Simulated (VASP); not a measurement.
# TiB2 (P6/mmm) in VASP: notebook

Runs on TiB2. Level: LDA. Tasks: single point.

Everything below comes from runs of VASP 6.6.1. Logs are shortened: lines on timing, memory, paths and dates and some standing lists are left out, and cuts for length are marked.

### 1 The cell of the first run

Symmetry: P6/mmm, No. 191, hexagonal system. Conventional cell: a = 2.938 Å, b = 2.938 Å, c = 3.079 Å, α = 90.00°, β = 90.00°, γ = 120.00°. Within 3.0 Å of Ti (site symmetry 6/mmm) lie 12 B at 2.29 Å and 6 Ti at 2.94 Å. B (site symmetry -6m2) has 3 B at 1.70 Å and 6 Ti at 2.29 Å within 2.3 Å.

### 2 Single point, LDA

Contents of INCAR:

```
SYSTEM = TiB2
ALGO = Normal ; EDIFF = 1E-6
ENCUT = 520 ; GGA = CA
ISIF = 2 ; ISMEAR = -1
LASPH = .True. ; LCHARG = .False.
LREAL = .False. ; LWAVE = .False.
NBANDS = 16 ; NELM = 80
PREC = Accurate ; SIGMA = 0.1
```

Contents of KPOINTS:

```
k-points
0
Gamma
  10 10 9
  0 0 0
```

Contents of POSCAR:

```
TiB2
1.0
    2.9379273123      0.0000000000      0.0000000000
   -1.4689636561      2.5443196869      0.0000000000
    0.0000000000      0.0000000000      3.0792313123
Ti B
1 2
Direct
    0.0000000000      0.0000000000      0.0000000000
    0.3333333333      0.6666666667      0.5000000000
    0.6666666667      0.3333333333      0.5000000000
```

Potentials or basis: VASP PAW LDA potentials, release 64 (Ti_sv, B).

On the command line:

```
$ cat potpaw_LDA.64/Ti_sv/POTCAR potpaw_LDA.64/B/POTCAR > POTCAR
$ mpirun -np 1 vasp_std > vasp.out
```

OUTCAR:

```text
SYSTEM = TiB2
   EDIFF = 1E-6
   ENCUT = 520
   GGA = CA
   ISIF = 2
   ISMEAR = -1
   LASPH = .True.
   LREAL = .False.
   NELM = 80
   PREC = Accurate

 ion  position               nearest neighbor table
   1  0.000  0.000  0.000-   2 2.29   3 2.29   2 2.29   3 2.29   2 2.29   2 2.29   3 2.29   3 2.29
                             3 2.29   3 2.29   2 2.29   2 2.29
   2  0.333  0.667  0.500-   3 1.70   3 1.70   3 1.70   1 2.29   1 2.29   1 2.29   1 2.29   1 2.29
                             1 2.29
   3  0.667  0.333  0.500-   2 1.70   2 1.70   2 1.70   1 2.29   1 2.29   1 2.29   1 2.29   1 2.29
                             1 2.29

  LATTYP: Found a hexagonal cell.
 ALAT       =     2.9379273123
 C/A-ratio  =     1.0480964929

  Lattice vectors:

 A1 = (   2.9379273123,   0.0000000000,   0.0000000000)
 A2 = (  -1.4689636561,   2.5443196869,   0.0000000000)
 A3 = (   0.0000000000,   0.0000000000,   3.0792313123)

Analysis of symmetry for initial positions (statically):
=====================================================================
 Subroutine PRICEL returns:
 Original cell was already a primitive cell.

 Routine SETGRP: Setting up the symmetry group for a
 hexagonal supercell.

 Subroutine GETGRP returns: Found 24 space group operations
 (whereof 24 operations were pure point group operations)
 out of a pool of 24 trial point group operations.

The static configuration has the point symmetry D_6h.

Analysis of symmetry for dynamics (positions and initial velocities):
=====================================================================
 Subroutine PRICEL returns:
 Original cell was already a primitive cell.

 Routine SETGRP: Setting up the symmetry group for a
 hexagonal supercell.

 Subroutine GETGRP returns: Found 24 space group operations
 (whereof 24 operations were pure point group operations)
 out of a pool of 24 trial point group operations.

The dynamic configuration has the point symmetry D_6h.

 Subroutine INISYM returns: Found 24 space group operations
 (whereof 24 operations are pure point group operations),
 and found     1 'primitive' translations

----------------------------------------------------------------------------------------

                                     Primitive cell

  volume of cell :      23.0173

  direct lattice vectors                    reciprocal lattice vectors
     2.937927312  0.000000000  0.000000000     0.340376018  0.196516186  0.000000000
    -1.468963656  2.544319687  0.000000000     0.000000000  0.393032371  0.000000000
     0.000000000  0.000000000  3.079231312     0.000000000  0.000000000  0.324756375

  length of vectors
     2.937927312  2.937927312  3.079231312     0.393032371  0.393032371  0.324756375

  position of ions in fractional coordinates (direct lattice)
     0.000000000  0.000000000  0.000000000
     0.333333333  0.666666667  0.500000000
     0.666666667  0.333333333  0.500000000

  ion indices of the primitive-cell ions
   primitive index   ion index
                 1           1
                 2           2
                 3           3

----------------------------------------------------------------------------------------

 KPOINTS: k-points

Automatic generation of k-mesh.
 Grid dimensions read from file:
 generate k-points for:   10   10    9

 Generating k-lattice:

  Cartesian coordinates                     Fractional coordinates (reciprocal lattice)
     0.034037602  0.019651619  0.000000000     0.100000000 -0.000000000  0.000000000
     0.000000000  0.039303237  0.000000000     0.000000000  0.100000000  0.000000000
     0.000000000  0.000000000  0.036084042     0.000000000  0.000000000  0.111111111

  Length of vectors
     0.039303237  0.039303237  0.036084042

  Shift w.r.t. Gamma in fractional coordinates (k-lattice)
     0.000000000  0.000000000  0.000000000

 Subroutine IBZKPT returns following result:
 ===========================================

 Found     70 irreducible k-points:

 Following reciprocal coordinates:
            Coordinates               Weight
  0.000000  0.000000  0.000000      1.000000
  0.100000 -0.000000  0.000000      6.000000
  0.200000 -0.000000  0.000000      6.000000
  0.300000  0.000000  0.000000      6.000000
  0.400000 -0.000000  0.000000      6.000000
  0.500000 -0.000000  0.000000      3.000000
[... 16 lines left out ...]
  0.300000  0.100000  0.111111     24.000000
  0.400000  0.100000  0.111111     24.000000
 [... further k-points ...]
   k-points           NKPTS =     70   k-points in BZ     NKDIM =     70   number of bands    NBANDS=     16
   number of dos      NEDOS =    301   number of ions     NIONS =      3
   total plane-waves  NPLWV =  13824
   dimension x,y,z NGX =    24 NGY =   24 NGZ =   24
   dimension x,y,z NGXF=    48 NGYF=   48 NGZF=   48
   ions per type =               1   2
   NGX,Y,Z   is equivalent  to a cutoff of  13.58, 13.58, 12.96 a.u.
   NGXF,Y,Z  is equivalent  to a cutoff of  27.16, 27.16, 25.91 a.u.
 SYSTEM =  TiB2
   PREC   = accura    normal or accurate (medium, high low for compatibility)
   ISTART =      0    job   : 0-new  1-cont  2-samecut
   ICHARG =      2    charge: 1-file 2-atom 10-const
   ISPIN  =      1    spin polarized calculation?
   LNONCOLLINEAR =      F non collinear calculations
   LSORBIT =      F    spin-orbit coupling
   LASPH  =      T    aspherical Exc in radial PAW
   ENCUT  =  520.0 eV  38.22 Ry    6.18 a.u.   5.46  5.46  5.73*2*pi/ulx,y,z
   NELM   =     80;   NELMIN=  2; NELMDL= -5     # of ELM steps
   EDIFF  = 0.1E-05   stopping-criterion for ELM
   LREAL  =      F    real-space projection
   EDIFFG = 0.1E-04   stopping-criterion for IOM
   NSW    =      0    number of steps for IOM
   IBRION =     -1    ionic relax: 0-MD 1-quasi-New 2-CG
   NFREE  =      0    steps in history (QN), initial steepest desc. (CG)
   ISIF   =      2    stress and relaxation
   ISYM   =      2    0-nonsym 1-usesym 2-fastsym
   POTIM  = 0.5000    time-step for ionic-motion
   TEBEG  =    0.0;   TEEND  =   0.0 temperature during run
   PSTRESS=    0.0 pullay stress
   NELECT =      18.0000    total number of electrons
   NUPDOWN=      -1.0000    fix difference up-down
   EMIN   =  10.00;   EMAX   =-10.00  energy-range for DOS
   EFERMI =   0.00;   METHOD = LEGACY
   ISMEAR =    -1;   SIGMA  =   0.10  broadening in eV -4-tet -1-fermi 0-gaus
   EFERMI_NEDOS =   21; number of points for ismear=-14 and -15
   IALGO  =     38    algorithm
   IMIX   =      4    mixing-type and parameters
     AMIX     =   0.40;   BMIX     =  1.00
     AMIX_MAG =   1.60;   BMIX_MAG =  1.00
  volume/ion in A,a.u.               =       7.67        51.78
  Fermi-wavevector in a.u.,A,eV,Ry     =   1.508275  2.850227 30.951822  2.274895
  Thomas-Fermi vector in A             =   2.618751
   LORBIT       =      0    0 simple, 1 ext, 2 COOP (PROOUT), +10 PAW based schemes
   GGA     = CA    functional components
   LHFCALC =     F    Hartree Fock is set to
   AEXX    =    0.0000 exact exchange contribution
   IVDW    =     0    specifies the selected vdW correction
   LEPSILON=     F    determine dielectric tensor
   LRPA    =     F    only Hartree local field effects (RPA)
 non-spin polarized calculation
  energy-cutoff  :      520.00
  volume of cell :       23.02
 maximum number of plane-waves:       641
 NGX is ok and might be reduce to    24
   NGX = 11   NGY = 11   NGZ = 11

 number of electron      18.0000001 magnetization

 Free energy of the ion-electron system (eV)
  ---------------------------------------------------
  ext. energy  EPLUGINS =         0.00000000
  ---------------------------------------------------
  free energy    TOTEN  =       -26.82751009 eV

  energy without entropy =      -26.81357069  energy(sigma->0) =      -26.82054039

 E-fermi :  11.0927     XC(G=0): -13.4846

 val. band max:       11.0694235049   @ k =   0.3000   0.2000   0.0000
 cond. band min:      11.1047186537   @ k =   0.4000   0.2000   0.0000
 fundamental gap:      0.0352951487
 Fermi energy:        11.0926957997

 k-point     1 :       0.0000    0.0000    0.0000
  band No.  band energies     occupation
      1     -44.7907      2.00000
      2     -21.5389      2.00000
      3     -21.1660      2.00000
      4     -21.1660      2.00000
      5      -2.6693      2.00000
      6       8.2212      2.00000
[... 8 lines left out ...]
     15      17.3447      0.00000
     16      18.9474      0.00000

 k-point     2 :       0.1000   -0.0000    0.0000
  band No.  band energies     occupation
      1     -44.7824      2.00000
      2     -21.5290      2.00000
      3     -21.2245      2.00000
      4     -21.1791      2.00000
      5      -2.4626      2.00000
      6       7.7001      2.00000
[... 8 lines left out ...]
     15      18.5787      0.00000
     16      19.5599      0.00000

 k-point     3 :       0.2000   -0.0000    0.0000
  band No.  band energies     occupation
      1     -44.7607      2.00000
      2     -21.5031      2.00000
      3     -21.3756      2.00000
      4     -21.2131      2.00000
      5      -1.8655      2.00000
      6       6.4286      2.00000
[... 8 lines left out ...]
     15      19.6875      0.00000
     16      20.8479      0.00000

 k-point     4 :       0.3000    0.0000    0.0000
  band No.  band energies     occupation
      1     -44.7337      2.00000
      2     -21.5580      2.00000
      3     -21.4709      2.00000
      4     -21.2549      2.00000
      5      -0.9355      2.00000
      6       4.8646      2.00000
[... 8 lines left out ...]
     15      19.7501      0.00000
     16      21.4753      0.00000
[... 324 lines left out ...]
 k-point    22 :       0.2000    0.1000    0.1111
  band No.  band energies     occupation
      1     -44.7397      2.00000
      2     -21.5217      2.00000
      3     -21.4746      2.00000
      4     -21.2512      2.00000
      5      -1.1459      2.00000
      6       5.6675      2.00000
[... 8 lines left out ...]
     15      20.2804      0.00000
     16      21.5364      0.00000

 k-point    23 :       0.3000    0.1000    0.1111
  band No.  band energies     occupation
      1     -44.7152      2.00000
      2     -21.6275      2.00000
      3     -21.4896      2.00000
      4     -21.2994      2.00000
      5      -0.1170      2.00000
      6       4.1226      2.00000
[... 8 lines left out ...]
     15      20.6790      0.00000
     16      21.9205      0.00000

 k-point    24 :       0.4000    0.1000    0.1111
  band No.  band energies     occupation
      1     -44.7001      2.00000
      2     -21.7193      2.00000
      3     -21.4708      2.00000
      4     -21.3291      2.00000
      5       1.1381      2.00000
      6       2.5846      2.00000
[... 8 lines left out ...]
     15      21.0624      0.00000
     16      21.5780      0.00000

 [... further k-points ...]
[... 5 lines left out ...]
  --------------------------------------------------------------------------------------
  -------------------------------------------------------------------------------------
  Total        2.9764631      2.9764631      2.9708381      0.0000000     -0.0000000     -0.0000000
  in kB      207.1839172    207.1839172    206.7923785      0.0000000     -0.0000000     -0.0000000
  external PRESSURE =     207.0534043 kB  Pullay stress =       0.0000000 kB

 VOLUME and BASIS-vectors are now :
 -----------------------------------------------------------------------------
  energy-cutoff  :      520.00
  volume of cell :       23.02
      direct lattice vectors                 reciprocal lattice vectors
     2.937927312  0.000000000  0.000000000     0.340376018  0.196516186  0.000000000
    -1.468963656  2.544319687  0.000000000     0.000000000  0.393032371  0.000000000
     0.000000000  0.000000000  3.079231312     0.000000000  0.000000000  0.324756375

 POSITION                                       TOTAL-FORCE (eV/Angst)
 -----------------------------------------------------------------------------------
      0.00000      0.00000      0.00000         0.000000      0.000000      0.000000
     -0.00000      1.69621      1.53962         0.000000      0.000000      0.000000
      1.46896      0.84811      1.53962        -0.000000      0.000000      0.000000
 -----------------------------------------------------------------------------------
    total drift:                               -0.000000      0.000000      0.000000

  FREE ENERGIE OF THE ION-ELECTRON SYSTEM (eV)
  ---------------------------------------------------
  free  energy   TOTEN  =       -26.8275100926 eV

  energy  without entropy=      -26.8135706928  energy(sigma->0) =      -26.82054039
```

Wall time 12 s (1 thread of Intel Xeon Platinum 8488C (Sapphire Rapids), shared host); peak memory 0.14 GiB.

What came out:

| Quantity | Value |
| --- | --- |
| Free energy | -26.8275 eV |
| Pressure | 20.7 GPa |
| Band gap on the k mesh | zero (band 9 reaches 11.49 eV, above the bottom of band 10 at 10.91 eV) |

Levels at points of the mesh, in eV from the Fermi level:
```tsv
k point	band 6	band 7	band 8	band 9	band 10	band 11	band 12	band 13
(0.00, 0.00, 0.00)	-2.87	-2.87	-2.27	-1.99	2.30	2.30	4.36	4.36
(0.50, 0.00, 0.00)	-9.11	-3.33	-3.33	-2.48	1.66	3.20	3.79	3.89
```

### 3 Single point, LDA

This run uses another cell than the first one, of 7.91 Å³/atom, 1.030 times its volume.

Contents of INCAR:

```
SYSTEM = TiB2
PREC = Accurate
ENCUT = 520
EDIFF = 1E-6
ISMEAR = -1
SIGMA = 0.1
LREAL = .False.
LASPH = .True.
NELM = 80
ALGO = Normal
ISIF = 2
LWAVE = .False.
LCHARG = .False.
GGA = CA
NBANDS = 16
```

Contents of KPOINTS:

```
regular mesh
0
Gamma
  10 10 9
  0 0 0
```

Contents of POSCAR:

```
TiB2
1.0
    2.9640367527      0.0000000000      0.0000000000
   -1.4820183763      2.5669311256      0.0000000000
    0.0000000000      0.0000000000      3.1173721466
Ti B
1 2
Direct
    0.0000000000      0.0000000000      0.0000000000
    0.3333333333      0.6666666667      0.5000000000
    0.6666666667      0.3333333333      0.5000000000
```

Potentials or basis: VASP PAW LDA potentials, release 64 (Ti_sv, B).

On the command line:

```
$ cat potpaw_LDA.64/Ti_sv/POTCAR potpaw_LDA.64/B/POTCAR > POTCAR
$ mpirun -np 1 vasp_std > vasp.out
```

Run time: 12 s. Hardware: 1 thread of Intel Xeon Platinum 8488C (Sapphire Rapids), shared host; peak memory 0.14 GiB.

The run converged. Its results:

```
Free energy            : -26.8960 eV
Pressure               : 10.7 GPa
Band gap on the k mesh : zero (band 9 reaches 11.09 eV, above the bottom of band 10 at 10.58 eV)
```

Levels at points of the mesh, in eV from the Fermi level:
| k point | band 7 | band 8 | band 9 | band 10 | band 11 | band 12 |
| --- | --- | --- | --- | --- | --- | --- |
| (0.00, 0.00, 0.00) | -2.78 | -2.21 | -2.04 | 2.19 | 2.19 | 4.18 |
| (0.50, 0.00, 0.00) | -3.29 | -3.28 | -2.40 | 1.58 | 3.08 | 3.64 |
